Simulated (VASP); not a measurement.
# HfC (P6_3/mmc) in VASP: further runs, part 3 of 3

VASP 6.6.1. The steps go on from the part before.

## 6. Relaxation of cell and atoms, LDA, target pressure 6 GPa, at which the enthalpy is minimised

This run uses another cell than the first one, of 12.59 Å³/atom.

INCAR

```
SYSTEM = HfC
  PREC = Accurate
  ENCUT = 600
  EDIFF = 1E-7
  ISMEAR = -1
  SIGMA = 0.05
  LREAL = .FALSE.
  LASPH = .TRUE.
  NELM = 60
  ALGO = Normal
  ISIF = 3
  LWAVE = .FALSE.
  LCHARG = .FALSE.
  GGA = CA
  IBRION = 2
  NSW = 80
  EDIFFG = -0.01
  PSTRESS = 60.0
```

KPOINTS

```
regular mesh
0
G
  7 7 4
  0 0 0
```

POSCAR

```
HfC
1.0
    3.3428660000      0.0000000000      0.0000000000
   -1.6714330000      2.8950070000      0.0000000000
    0.0000000000      0.0000000000      5.2027140000
Hf C
2 2
Direct
    0.6666666667      0.3333333333      0.7500000000
    0.3333333333      0.6666666667      0.2500000000
    0.0000000000      0.0000000000      0.0000000000
    0.0000000000      0.0000000000      0.5000000000
```

Potentials or basis: VASP PAW LDA potentials, release 64 (Hf_pv, C).

Launch:

```sh
cat potpaw_LDA.64/Hf_pv/POTCAR potpaw_LDA.64/C/POTCAR > POTCAR
mpirun -np 1 vasp_std > vasp.out
```

OUTCAR:

```text
SYSTEM = HfC
   PREC = Accurate
   ENCUT = 600
   EDIFF = 1E-7
   ISMEAR = -1
   LREAL = .FALSE.
   LASPH = .TRUE.
   NELM = 60
   ISIF = 3
   GGA = CA
   IBRION = 2
   NSW = 80
   EDIFFG = -0.01
   PSTRESS = 60.0

 ion  position               nearest neighbor table
   1  0.667  0.333  0.750-   3 2.33   4 2.33   3 2.33   4 2.33   3 2.33   4 2.33   2 3.24   2 3.24
                             2 3.24   2 3.24   2 3.24   2 3.24
   2  0.333  0.667  0.250-   3 2.33   4 2.33   3 2.33   4 2.33   3 2.33   4 2.33   1 3.24   1 3.24
                             1 3.24   1 3.24   1 3.24   1 3.24
   3  0.000  0.000  0.000-   1 2.33   2 2.33   1 2.33   2 2.33   1 2.33   2 2.33
   4  0.000  0.000  0.500-   1 2.33   2 2.33   1 2.33   2 2.33   1 2.33   2 2.33

  LATTYP: Found a hexagonal cell.
 ALAT       =     3.3428660000
 C/A-ratio  =     1.5563633122

  Lattice vectors:

 A1 = (   3.3428660000,   0.0000000000,   0.0000000000)
 A2 = (  -1.6714330000,   2.8950070000,   0.0000000000)
 A3 = (   0.0000000000,   0.0000000000,   5.2027140000)

Analysis of symmetry for initial positions (statically):
=====================================================================
 Subroutine PRICEL returns:
 Original cell was already a primitive cell.

 Routine SETGRP: Setting up the symmetry group for a
 hexagonal supercell.

 Subroutine GETGRP returns: Found 24 space group operations
 (whereof 12 operations were pure point group operations)
 out of a pool of 24 trial point group operations.

The static configuration has the point symmetry D_3d.
 The point group associated with its full space group is D_6h.

Analysis of symmetry for dynamics (positions and initial velocities):
=====================================================================
 Subroutine PRICEL returns:
 Original cell was already a primitive cell.

 Routine SETGRP: Setting up the symmetry group for a
[... 112 lines left out ...]
   EDIFFG = -.1E-01   stopping-criterion for IOM
   NSW    =     80    number of steps for IOM
   IBRION =      2    ionic relax: 0-MD 1-quasi-New 2-CG
   NFREE  =      1    steps in history (QN), initial steepest desc. (CG)
   ISIF   =      3    stress and relaxation
   ISYM   =      2    0-nonsym 1-usesym 2-fastsym
   POTIM  = 0.5000    time-step for ionic-motion
   TEBEG  =    0.0;   TEEND  =   0.0 temperature during run
   PSTRESS=   60.0 pullay stress
   NELECT =      28.0000    total number of electrons
   NUPDOWN=      -1.0000    fix difference up-down
   EMIN   =  10.00;   EMAX   =-10.00  energy-range for DOS
   EFERMI =   0.00;   METHOD = LEGACY
   ISMEAR =    -1;   SIGMA  =   0.05  broadening in eV -4-tet -1-fermi 0-gaus
   EFERMI_NEDOS =   21; number of points for ismear=-14 and -15
   IALGO  =     38    algorithm
   IMIX   =      4    mixing-type and parameters
     AMIX     =   0.40;   BMIX     =  1.00
     AMIX_MAG =   1.60;   BMIX_MAG =  1.00
  volume/ion in A,a.u.               =      12.59        84.94
  Fermi-wavevector in a.u.,A,eV,Ry     =   1.346257  2.544057 24.659309  1.812408
  Thomas-Fermi vector in A             =   2.474104
   LORBIT       =      0    0 simple, 1 ext, 2 COOP (PROOUT), +10 PAW based schemes
   GGA     = CA    functional components
   LHFCALC =     F    Hartree Fock is set to
   AEXX    =    0.0000 exact exchange contribution
   IVDW    =     0    specifies the selected vdW correction
   LEPSILON=     F    determine dielectric tensor
   LRPA    =     F    only Hartree local field effects (RPA)
 conjugate gradient relaxation of ions
 non-spin polarized calculation
  energy-cutoff  :      600.00
  volume of cell :       50.35
 maximum number of plane-waves:      1701
 NGX is ok and might be reduce to    28
   NGX = 13   NGY = 13   NGZ = 21

--------------------------------------- Ionic step        1  -------------------------------------------

 number of electron      28.0000000 magnetization

 Free energy of the ion-electron system (eV)
  ---------------------------------------------------
  ext. energy  EPLUGINS =         0.00000000
  ---------------------------------------------------
  free energy    TOTEN  =       -44.94935648 eV

  energy without entropy =      -44.94508408  energy(sigma->0) =      -44.94722028

------------------------ aborting loop because EDIFF is reached ----------------------------------------

  FORCE on cell =-STRESS in cart. coord.  units (eV):
  Direction    XX          YY          ZZ          XY          YZ          ZX
  --------------------------------------------------------------------------------------
  -------------------------------------------------------------------------------------
  Total       -4.5149719     -4.5149722     -2.7596714      0.0000000      0.0000000      0.0000000
  in kB     -143.6703303   -143.6703425    -87.8151430      0.0000000      0.0000000      0.0000000
  external PRESSURE =    -185.0519386 kB  Pullay stress =      60.0000000 kB
[... 307 lines left out ...]
--------------------------------------- Ionic step        9  -------------------------------------------

 number of electron      28.0000000 magnetization

 Free energy of the ion-electron system (eV)
  ---------------------------------------------------
  ext. energy  EPLUGINS =         0.00000000
  ---------------------------------------------------
  free energy    TOTEN  =       -45.04639977 eV

  energy without entropy =      -45.04343889  energy(sigma->0) =      -45.04491933

 E-fermi :   6.7857     XC(G=0): -12.8400

 val. band max:        6.6147072973   @ k =   0.1429   0.1429   0.2500
 cond. band min:       6.8581969514   @ k =   0.1429  -0.0000   0.0000
 fundamental gap:      0.2434896541
 Fermi energy:         6.7856831043

 k-point     1 :       0.0000    0.0000    0.0000
  band No.  band energies     occupation
      1     -23.4366      2.00000
      2     -22.6725      2.00000
      3     -22.6725      2.00000
      4     -22.5688      2.00000
      5     -22.5688      2.00000
      6     -22.4798      2.00000
[... 528 lines left out ...]
  energy  without entropy=      -45.0434388949  energy(sigma->0) =      -45.04491933

  enthalpy is  TOTEN    =       -43.2951202821 eV   P V=        1.7512794876

 reached required accuracy - stopping structural energy minimisation
```

It took 57 s on 1 thread of Intel Xeon 6975P-C (Granite Rapids), shared host; peak memory 0.17 GiB.

What came out:

```
Free energy                                                : -45.0464 eV
Relaxed volume                                             : 11.69 Å³/atom
Relaxed cell                                               : a = 3.241 Å, b = 3.241 Å, c = 5.140 Å, α = 90.00°, β = 90.00°, γ = 120.00°
Space group after relaxing (to 0.1 Å)                      : P6_3/mmc (No. 194)
Energy change on relaxing (the run minimises the enthalpy) : -24.3 meV/atom
Ionic steps                                                : 9
Pressure after relaxing                                    : 6.0 GPa
Band gap on the k mesh                                     : zero (bands 14 and 15 overlap by 1.19 eV)
```

Step by step:
| step | energy change (eV) | largest force (eV/Å) | pressure (GPa) | volume (Å³) |
| --- | --- | --- | --- | --- |
| 1 | 0.0000 | 0.0000 | -12.51 | 50.35 |
| 2 | 1.1087 | 0.0000 | 61.67 | 40.47 |
| 3 | -0.0975 | 0.0000 | 5.17 | 46.89 |
| 4 | -0.0927 | 0.0000 | 6.06 | 46.75 |
| 5 | -0.0900 | 0.0000 | 6.50 | 46.68 |
| 6 | -0.0951 | 0.0000 | 6.31 | 46.71 |
| 7 | -0.0953 | 0.0000 | 6.29 | 46.72 |
| 8 | -0.0999 | 0.0000 | 5.52 | 46.84 |
| 9 | -0.0970 | 0.0000 | 5.99 | 46.76 |

Final structure:
```yaml
crystal:
  lattice:
    - [3.24114, 0.00000, 0.00000]
    - [-1.62057, 2.80691, 0.00000]
    - [0.00000, 0.00000, 5.14029]
  atoms:
    - { symbol: Hf, position: [0.66667, 0.33333, 0.75000] }
    - { symbol: Hf, position: [0.33333, 0.66667, 0.25000] }
    - { symbol: C, position: [0.00000, 0.00000, 0.00000] }
    - { symbol: C, position: [0.00000, 0.00000, 0.50000] }
```

Caveat: the cell is relaxed towards a set pressure, so the run minimises the enthalpy, not the energy; spin-orbit coupling is left out, which moves the levels of the heavy elements.

## 7. Relaxation of cell and atoms, LDA, target pressure 8 GPa, at which the enthalpy is minimised

This run uses another cell than the first one, of 12.59 Å³/atom.

INCAR

```
SYSTEM = HfC
  PREC = Accurate
  ENCUT = 600
  EDIFF = 1E-6
  ISMEAR = -1
  SIGMA = 0.05
  LREAL = .False.
  LASPH = .True.
  NELM = 60
  ALGO = Normal
  ISIF = 3
  LWAVE = .False.
  LCHARG = .False.
  GGA = CA
  IBRION = 2
  NSW = 80
  EDIFFG = -0.01
  PSTRESS = 80.0
```

KPOINTS

```
Automatic mesh
0
Gamma
  7 7 4
  0 0 0
```

POSCAR is that of step 6.

Launch:

```sh
cat potpaw_LDA.64/Hf_pv/POTCAR potpaw_LDA.64/C/POTCAR > POTCAR
mpirun -np 1 vasp_std > vasp.out
```

It took 52 s on 1 thread of Intel Xeon 6975P-C (Granite Rapids), shared host; peak memory 0.18 GiB.

It converged, with:

```
Free energy                                                : -45.0325 eV
Relaxed volume                                             : 11.61 Å³/atom
Relaxed cell                                               : a = 3.234 Å, b = 3.234 Å, c = 5.128 Å, α = 90.00°, β = 90.00°, γ = 120.00°
Space group after relaxing (to 0.1 Å)                      : P6_3/mmc (No. 194)
Energy change on relaxing (the run minimises the enthalpy) : -20.8 meV/atom
Ionic steps                                                : 9
Pressure after relaxing                                    : 8.0 GPa
Band gap on the k mesh                                     : zero (bands 14 and 15 overlap by 1.20 eV)
```

The path:
| step | energy change (eV) | largest force (eV/Å) | pressure (GPa) | volume (Å³) |
| --- | --- | --- | --- | --- |
| 1 | 0.0000 | 0.0000 | -12.51 | 50.35 |
| 2 | 1.5249 | 0.0000 | 74.37 | 39.49 |
| 3 | -0.0872 | 0.0000 | 6.86 | 46.62 |
| 4 | -0.0792 | 0.0000 | 7.97 | 46.44 |
| 5 | -0.0754 | 0.0000 | 8.46 | 46.37 |
| 6 | -0.0808 | 0.0000 | 8.29 | 46.40 |
| 7 | -0.0810 | 0.0000 | 8.27 | 46.40 |
| 8 | -0.0867 | 0.0000 | 7.53 | 46.52 |
| 9 | -0.0832 | 0.0000 | 7.99 | 46.45 |

Final structure:
```cif
data_structure
_symmetry_space_group_name_H-M 'P 1'
_symmetry_Int_Tables_number 1
_cell_length_a 3.2339
_cell_length_b 3.2339
_cell_length_c 5.1281
_cell_angle_alpha 90.000
_cell_angle_beta 90.000
_cell_angle_gamma 120.000
_cell_volume 46.45
loop_
_atom_site_label
_atom_site_type_symbol
_atom_site_fract_x
_atom_site_fract_y
_atom_site_fract_z
_atom_site_occupancy
Hf1 Hf 0.66667 0.33333 0.75000 1
Hf2 Hf 0.33333 0.66667 0.25000 1
C1 C 0.00000 0.00000 0.00000 1
C2 C 0.00000 0.00000 0.50000 1
```

Levels at points of the mesh, in eV from the Fermi level:
| k point | band 11 | band 12 | band 13 | band 14 | band 15 | band 16 | band 17 | band 18 |
| --- | --- | --- | --- | --- | --- | --- | --- | --- |
| (0.00, 0.00, 0.00) | -3.10 | -1.14 | -1.14 | 1.03 | 1.55 | 1.55 | 2.21 | 2.21 |
| (0.00, 0.00, 0.50) | -2.66 | -2.66 | -2.66 | -2.66 | 4.32 | 4.32 | 4.32 | 4.32 |

Caveat: the cell is relaxed towards a set pressure, so the run minimises the enthalpy, not the energy; spin-orbit coupling is left out, which moves the levels of the heavy elements.

## 8. Overview

| task | cell | cutoff (eV) | gap on the mesh (eV) | pressure (GPa) |
| --- | --- | --- | --- | --- |
| single point | a = 3.247, b = 3.247, c = 5.148 Å, angles 90.0, 90.0, 120.0°, 4 atoms | 520 | none | 4.6 |
| relaxation of cell and atoms | relaxed from a = 3.343, b = 3.343, c = 5.203 Å, angles 90.0, 90.0, 120.0°, 4 atoms | 600 | none | 0.0 |
| relaxation of cell and atoms | relaxed to 2 GPa from a = 3.343, b = 3.343, c = 5.203 Å, angles 90.0, 90.0, 120.0°, 4 atoms | 600 | none | 2.0 |
| relaxation of cell and atoms | relaxed to 4 GPa from a = 3.343, b = 3.343, c = 5.203 Å, angles 90.0, 90.0, 120.0°, 4 atoms | 600 | none | 4.0 |
| relaxation of cell and atoms | relaxed to 6 GPa from a = 3.343, b = 3.343, c = 5.203 Å, angles 90.0, 90.0, 120.0°, 4 atoms | 600 | none | 6.0 |
| relaxation of cell and atoms | relaxed to 8 GPa from a = 3.343, b = 3.343, c = 5.203 Å, angles 90.0, 90.0, 120.0°, 4 atoms | 600 | none | 8.0 |

Alike in all rows: level LDA; potentials or basis VASP PAW LDA potentials, release 64 (Hf_pv, C); no spin polarisation; k mesh 7 × 7 × 4; smearing fermi-dirac 0.05 eV.

Caveats: spin-orbit coupling is left out, which moves the levels of the heavy elements; the cell is relaxed towards a set pressure, so the run minimises the enthalpy, not the energy (at least some runs); the cell stands under pressure (at least some runs).

Absolute energies hang on the potentials; compare differences alone.
